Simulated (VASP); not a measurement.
# Ca2SiSe6 (Immm) in VASP: further runs

The runs below take Ca2SiSe6 through single point, with PBE.

All numbers are computed with VASP 6.6.1; they aren't measurements. Logs are shortened: lines on timing, memory, paths and dates and some standing lists are left out, and cuts for length are marked.

## Step 1: The cell of the first run

It takes space group Immm (No. 71, orthorhombic). The conventional cell has a = 6.473 Å, b = 6.485 Å, c = 8.401 Å, α = 90.00°, β = 90.00°, γ = 90.00°. Within 1.5 Å of Ca (site symmetry m2m) lie 1 Se at 1.15 Å. Si (site symmetry mmm) has 12 Se at 3.11 to 3.76 Å and 4 Ca at 3.32 Å within 4.1 Å. Within 3.5 Å of Se (site symmetry -1) lie 6 Se at 2.67 to 3.24 Å and 2 Ca at 2.79 Å and 2 Si at 3.11 Å. Se (site symmetry m2m) has 1 Ca at 1.15 Å within 1.5 Å.

## Step 2: Single point, PBE

INCAR

```
SYSTEM = Ca2SiSe6
ALGO = Normal
EDIFF = 1E-6
ENCUT = 520
GGA = PE
ISIF = 2
ISMEAR = 0
LASPH = .True.
LCHARG = .True.
LELF = .True.
LREAL = .False.
LVHAR = .True.
LWAVE = .False.
NBANDS = 40
NELM = 80
PREC = Accurate
SIGMA = 0.1
```

KPOINTS

```
k-points
0
Gamma
  4 4 4
  0 0 0
```

POSCAR

```
Ca2SiSe6
1.0
   -3.2362509200      3.2426575400      4.2006919800
    3.2362509200     -3.2426575400      4.2006919800
    3.2362509200      3.2426575400     -4.2006919800
Ca Si Se
2 1 6
Direct
    0.8835620700      0.0000000000      0.8835620700
    0.1164379300      0.0000000000      0.1164379300
    0.0000000000      0.5000000000      0.5000000000
    0.0000000000      0.5000000000      0.0000000000
    0.5000000000      0.5000000000      0.5000000000
    0.5000000000      0.0000000000      0.0000000000
    0.0000000000      0.0000000000      0.5000000000
    0.2942612700      0.0000000000      0.2942612700
    0.7057387300      0.0000000000      0.7057387300
```

Potentials or basis: VASP PAW PBE potentials, release 64 (Ca_sv, Si, Se).

The run is started by

```console
> cat potpaw_PBE.64/Ca_sv/POTCAR potpaw_PBE.64/Si/POTCAR potpaw_PBE.64/Se/POTCAR > POTCAR
> mpirun -np 1 vasp_std > vasp.out
```

OUTCAR:

```text
SYSTEM = Ca2SiSe6
   EDIFF = 1E-6
   ENCUT = 520
   GGA = PE
   ISIF = 2
   ISMEAR = 0
   LASPH = .True.
   LREAL = .False.
   NELM = 80
   PREC = Accurate

 ion  position               nearest neighbor table
   1  0.884  0.000  0.884-   9 1.15   2 1.51   8 2.66   7 2.79   4 2.79   6 2.79   5 2.79
   2  0.116  0.000  0.116-   8 1.15   1 1.51   9 2.66   7 2.79   5 2.79   6 2.79   4 2.79
   3  0.000  0.500  0.500-
   4  0.000  0.500  0.000-   8 2.67   9 2.67   1 2.79   2 2.79
   5  0.500  0.500  0.500-   9 2.67   8 2.67   1 2.79   2 2.79
   6  0.500  0.000  0.000-   8 2.67   9 2.67   1 2.79   2 2.79
   7  0.000  0.000  0.500-   8 2.67   9 2.67   1 2.79   2 2.79
   8  0.294  0.000  0.294-   2 1.15   1 2.66   5 2.67   6 2.67   7 2.67   4 2.67   9 2.67
   9  0.706  0.000  0.706-   1 1.15   2 2.66   4 2.67   6 2.67   7 2.67   5 2.67   8 2.67

 -----------------------------------------------------------------------------
|                                                                             |
|           W    W    AA    RRRRR   N    N  II  N    N   GGGG   !!!           |
|           W    W   A  A   R    R  NN   N  II  NN   N  G    G  !!!           |
|           W    W  A    A  R    R  N N  N  II  N N  N  G       !!!           |
|           W WW W  AAAAAA  RRRRR   N  N N  II  N  N N  G  GGG   !            |
|           WW  WW  A    A  R   R   N   NN  II  N   NN  G    G                |
|           W    W  A    A  R    R  N    N  II  N    N   GGGG   !!!           |
|                                                                             |
|     The distance between some ions is very small. Please check the          |
|     nearest-neighbor list in the OUTCAR file.                               |
|     I HOPE YOU KNOW WHAT YOU ARE DOING!                                     |
|                                                                             |
 -----------------------------------------------------------------------------

  LATTYP: Found a body centered orthorhombic cell.
 ALAT       =     6.4725018400
 B/A-ratio  =     1.0019796425
 C/A-ratio  =     1.2980118303

  Lattice vectors:

 A1 = (  -3.2362509200,   3.2426575400,   4.2006919800)
 A2 = (   3.2362509200,  -3.2426575400,   4.2006919800)
 A3 = (   3.2362509200,   3.2426575400,  -4.2006919800)

Analysis of symmetry for initial positions (statically):
=====================================================================
 Subroutine PRICEL returns:
 Original cell was already a primitive cell.

 Routine SETGRP: Setting up the symmetry group for a
 body centered orthorhombic supercell.

 Subroutine GETGRP returns: Found  8 space group operations
 (whereof  8 operations were pure point group operations)
 out of a pool of  8 trial point group operations.

The static configuration has the point symmetry D_2h.

Analysis of symmetry for dynamics (positions and initial velocities):
=====================================================================
 Subroutine PRICEL returns:
 Original cell was already a primitive cell.

 Routine SETGRP: Setting up the symmetry group for a
 body centered orthorhombic supercell.

 Subroutine GETGRP returns: Found  8 space group operations
 (whereof  8 operations were pure point group operations)
 out of a pool of  8 trial point group operations.

The dynamic configuration has the point symmetry D_2h.

 Subroutine INISYM returns: Found  8 space group operations
 (whereof  8 operations are pure point group operations),
 and found     1 'primitive' translations

----------------------------------------------------------------------------------------

                                     Primitive cell

  volume of cell :     176.3291

  direct lattice vectors                    reciprocal lattice vectors
    -3.236250920  3.242657540  4.200691980     0.000000000  0.154194513  0.119028008
     3.236250920 -3.242657540  4.200691980     0.154499763  0.000000000  0.119028008
     3.236250920  3.242657540 -4.200691980     0.154499763  0.154194513  0.000000000

  length of vectors
     6.215622338  6.215622338  6.215622338     0.194791208  0.195032929  0.218279923

  position of ions in fractional coordinates (direct lattice)
     0.883562070  0.000000000  0.883562070
     0.116437930  0.000000000  0.116437930
     0.000000000  0.500000000  0.500000000
     0.000000000  0.500000000  0.000000000
     0.500000000  0.500000000  0.500000000
     0.500000000  0.000000000  0.000000000
     0.000000000  0.000000000  0.500000000
     0.294261270  0.000000000  0.294261270
     0.705738730  0.000000000  0.705738730

  ion indices of the primitive-cell ions
   primitive index   ion index
                 1           1
                 2           2
                 3           3
                 4           4
                 5           5
                 6           6
                 7           7
                 8           8
                 9           9

----------------------------------------------------------------------------------------

 KPOINTS: k-points

Automatic generation of k-mesh.
 Grid dimensions read from file:
 generate k-points for:    4    4    4

 Generating k-lattice:

  Cartesian coordinates                     Fractional coordinates (reciprocal lattice)
     0.000000000  0.038548628  0.029757002     0.250000000  0.000000000  0.000000000
     0.038624941  0.000000000  0.029757002     0.000000000  0.250000000  0.000000000
     0.038624941  0.038548628  0.000000000     0.000000000  0.000000000  0.250000000

  Length of vectors
     0.048697802  0.048758232  0.054569981

  Shift w.r.t. Gamma in fractional coordinates (k-lattice)
     0.000000000  0.000000000  0.000000000

 Subroutine IBZKPT returns following result:
 ===========================================

 Found     18 irreducible k-points:

 Following reciprocal coordinates:
            Coordinates               Weight
  0.000000  0.000000  0.000000      1.000000
  0.250000  0.000000  0.000000      4.000000
  0.500000  0.000000  0.000000      2.000000
  0.000000  0.250000  0.000000      4.000000
  0.250000  0.250000  0.000000      8.000000
  0.500000  0.250000  0.000000      8.000000
[... 10 lines left out ...]
 -0.250000 -0.250000  0.250000      2.000000
  0.500000  0.500000  0.500000      1.000000
   k-points           NKPTS =     18   k-points in BZ     NKDIM =     18   number of bands    NBANDS=     40
   number of dos      NEDOS =    301   number of ions     NIONS =      9
   total plane-waves  NPLWV = 110592
   dimension x,y,z NGX =    48 NGY =   48 NGZ =   48
   dimension x,y,z NGXF=    96 NGYF=   96 NGZF=   96
   ions per type =               2   1   6
   NGX,Y,Z   is equivalent  to a cutoff of  12.84, 12.84, 12.84 a.u.
   NGXF,Y,Z  is equivalent  to a cutoff of  25.68, 25.68, 25.68 a.u.
 SYSTEM =  Ca2SiSe6
   PREC   = accura    normal or accurate (medium, high low for compatibility)
   ISTART =      0    job   : 0-new  1-cont  2-samecut
   ICHARG =      2    charge: 1-file 2-atom 10-const
   ISPIN  =      1    spin polarized calculation?
   LNONCOLLINEAR =      F non collinear calculations
   LSORBIT =      F    spin-orbit coupling
   LASPH  =      T    aspherical Exc in radial PAW
   ENCUT  =  520.0 eV  38.22 Ry    6.18 a.u.  11.56 11.56 11.56*2*pi/ulx,y,z
   NELM   =     80;   NELMIN=  2; NELMDL= -5     # of ELM steps
   EDIFF  = 0.1E-05   stopping-criterion for ELM
   LREAL  =      F    real-space projection
   EDIFFG = 0.1E-04   stopping-criterion for IOM
   NSW    =      0    number of steps for IOM
   IBRION =     -1    ionic relax: 0-MD 1-quasi-New 2-CG
   NFREE  =      0    steps in history (QN), initial steepest desc. (CG)
   ISIF   =      2    stress and relaxation
   ISYM   =      2    0-nonsym 1-usesym 2-fastsym
   POTIM  = 0.5000    time-step for ionic-motion
   TEBEG  =    0.0;   TEEND  =   0.0 temperature during run
   PSTRESS=    0.0 pullay stress
   NELECT =      60.0000    total number of electrons
   NUPDOWN=      -1.0000    fix difference up-down
   EMIN   =  10.00;   EMAX   =-10.00  energy-range for DOS
   EFERMI =   0.00;   METHOD = LEGACY
   ISMEAR =     0;   SIGMA  =   0.10  broadening in eV -4-tet -1-fermi 0-gaus
   EFERMI_NEDOS =   21; number of points for ismear=-14 and -15
   IALGO  =     38    algorithm
   IMIX   =      4    mixing-type and parameters
     AMIX     =   0.40;   BMIX     =  1.00
     AMIX_MAG =   1.60;   BMIX_MAG =  1.00
  volume/ion in A,a.u.               =      19.59       132.21
  Fermi-wavevector in a.u.,A,eV,Ry     =   1.142924  2.159812 17.772943  1.306274
  Thomas-Fermi vector in A             =   2.279620
   LORBIT       =      0    0 simple, 1 ext, 2 COOP (PROOUT), +10 PAW based schemes
   GGA     = PE    functional components
   LHFCALC =     F    Hartree Fock is set to
   AEXX    =    0.0000 exact exchange contribution
   IVDW    =     0    specifies the selected vdW correction
   LEPSILON=     F    determine dielectric tensor
   LRPA    =     F    only Hartree local field effects (RPA)
 non-spin polarized calculation
 Gauss-broadening in eV      SIGMA  =   0.10
  energy-cutoff  :      520.00
  volume of cell :      176.33
 maximum number of plane-waves:      4768
 NGX is ok and might be reduce to    48
   NGX = 23   NGY = 23   NGZ = 23

 number of electron      59.9999995 magnetization

 Free energy of the ion-electron system (eV)
  ---------------------------------------------------
  ext. energy  EPLUGINS =         0.00000000
  ---------------------------------------------------
  free energy    TOTEN  =        82.87328176 eV

  energy without entropy =       82.90203066  energy(sigma->0) =       82.88765621

 E-fermi :   5.2996     XC(G=0):  -9.9768

 val. band max:        5.2899146938   @ k =   0.5000   0.0000   0.0000
 cond. band min:       5.3200846343   @ k =   0.2500  -0.2500   0.2500
 fundamental gap:      0.0301699405
 Fermi energy:         5.2995696570

 k-point     1 :       0.0000    0.0000    0.0000
  band No.  band energies     occupation
      1     -43.8623      2.00000
      2     -41.2086      2.00000
      3     -29.7303      2.00000
      4     -20.4023      2.00000
      5     -20.2743      2.00000
      6     -18.1394      2.00000
[... 32 lines left out ...]
     39       9.1411      0.00000
     40       9.3828      0.00000

 k-point     2 :       0.2500    0.0000    0.0000
  band No.  band energies     occupation
      1     -43.8622      2.00000
      2     -41.2089      2.00000
      3     -29.7288      2.00000
      4     -20.4035      2.00000
      5     -20.2742      2.00000
      6     -18.1387      2.00000
[... 32 lines left out ...]
     39       9.3815      0.00000
     40       9.4331      0.00000

 k-point     3 :       0.5000    0.0000    0.0000
  band No.  band energies     occupation
      1     -43.8621      2.00000
      2     -41.2092      2.00000
      3     -29.7273      2.00000
      4     -20.4047      2.00000
      5     -20.2740      2.00000
      6     -18.1380      2.00000
[... 32 lines left out ...]
     39       9.1089      0.00000
     40       9.4577      0.00000

 k-point     4 :       0.0000    0.2500    0.0000
  band No.  band energies     occupation
      1     -43.8623      2.00000
      2     -41.2086      2.00000
      3     -29.7303      2.00000
      4     -20.4058      2.00000
      5     -20.2765      2.00000
      6     -18.1340      2.00000
[... 32 lines left out ...]
     39       9.1143      0.00000
     40       9.1623      0.00000
[... 514 lines left out ...]
     39       8.7536      0.00000
     40       9.0022      0.00000

 k-point    17 :      -0.2500   -0.2500    0.2500
  band No.  band energies     occupation
      1     -43.8623      2.00000
      2     -41.2086      2.00000
      3     -29.7303      2.00000
      4     -20.4093      2.00000
      5     -20.2782      2.00000
      6     -18.1285      2.00000
[... 32 lines left out ...]
     39       8.7787      0.00000
     40       8.9523      0.00000

 k-point    18 :       0.5000    0.5000    0.5000
  band No.  band energies     occupation
      1     -43.8624      2.00000
      2     -41.2085      2.00000
      3     -29.7303      2.00000
      4     -20.4162      2.00000
      5     -20.2821      2.00000
      6     -18.1177      2.00000
[... 32 lines left out ...]
     39       8.5412      0.00000
     40       9.3076      0.00000

------------------------ aborting loop because EDIFF is reached ----------------------------------------

  FORCE on cell =-STRESS in cart. coord.  units (eV):
  Direction    XX          YY          ZZ          XY          YZ          ZX
  --------------------------------------------------------------------------------------
  -------------------------------------------------------------------------------------
  Total       10.6223715    448.9821087     10.2391644      0.0000000      0.0000000      0.0000000
  in kB       96.5179231   4079.5805915     93.0359928      0.0000000      0.0000000      0.0000000
  external PRESSURE =    1423.0448358 kB  Pullay stress =       0.0000000 kB

 VOLUME and BASIS-vectors are now :
 -----------------------------------------------------------------------------
  energy-cutoff  :      520.00
  volume of cell :      176.33
      direct lattice vectors                 reciprocal lattice vectors
    -3.236250920  3.242657540  4.200691980     0.000000000  0.154194513  0.119028008
     3.236250920 -3.242657540  4.200691980     0.154499763  0.000000000  0.119028008
     3.236250920  3.242657540 -4.200691980     0.154499763  0.154194513  0.000000000

 POSITION                                       TOTAL-FORCE (eV/Angst)
 -----------------------------------------------------------------------------------
      0.00000      5.73018      0.00000         0.000000    109.177203     -0.000000
      0.00000      0.75514      0.00000        -0.000000   -109.177203     -0.000000
      3.23625      0.00000      0.00000         0.000000      0.000000     -0.000000
      1.61813     -1.62133      2.10035        -0.000000      0.000000      0.000000
      1.61813      1.62133      2.10035         0.000000      0.000000      0.000000
     -1.61813      1.62133      2.10035        -0.000000      0.000000     -0.000000
      1.61813      1.62133     -2.10035         0.000000      0.000000      0.000000
      0.00000      1.90838      0.00000         0.000000    157.863286     -0.000000
      0.00000      4.57694      0.00000         0.000000   -157.863286     -0.000000
 -----------------------------------------------------------------------------------
    total drift:                               -0.000000      0.000000      0.000000

  FREE ENERGIE OF THE ION-ELECTRON SYSTEM (eV)
  ---------------------------------------------------
  free  energy   TOTEN  =        82.8732817618 eV

  energy  without entropy=       82.9020306637  energy(sigma->0) =       82.88765621
```

Wall time 3.3 min (1 thread of Intel Xeon Platinum 8375C at 2.90GHz (Ice Lake), shared host); peak memory 0.38 GiB.

Results:

* Free energy: 82.8733 eV
* Pressure: 142.3 GPa
* Largest force: 157.863 eV/Å
* Band gap on the k mesh: zero (band 30 reaches 5.80 eV, above the bottom of band 31 at 4.82 eV)

Forces in eV/Å, atoms in the order of the input:
```
Ca     0.000  109.177    0.000
Ca     0.000 -109.177    0.000
Si     0.000    0.000    0.000
Se     0.000    0.000    0.000
Se     0.000    0.000    0.000
Se     0.000    0.000    0.000
Se     0.000    0.000    0.000
Se     0.000  157.863    0.000
Se     0.000 -157.863    0.000
```

Stress tensor (GPa, compression positive):
```
  9.65   0.00   0.00
  0.00 407.96   0.00
  0.00   0.00   9.30
```

Caveat: forces of over 1 eV/Å act on the atoms, so gaps and moduli don't describe the material at rest.

(Continued in part 2 of 2.)
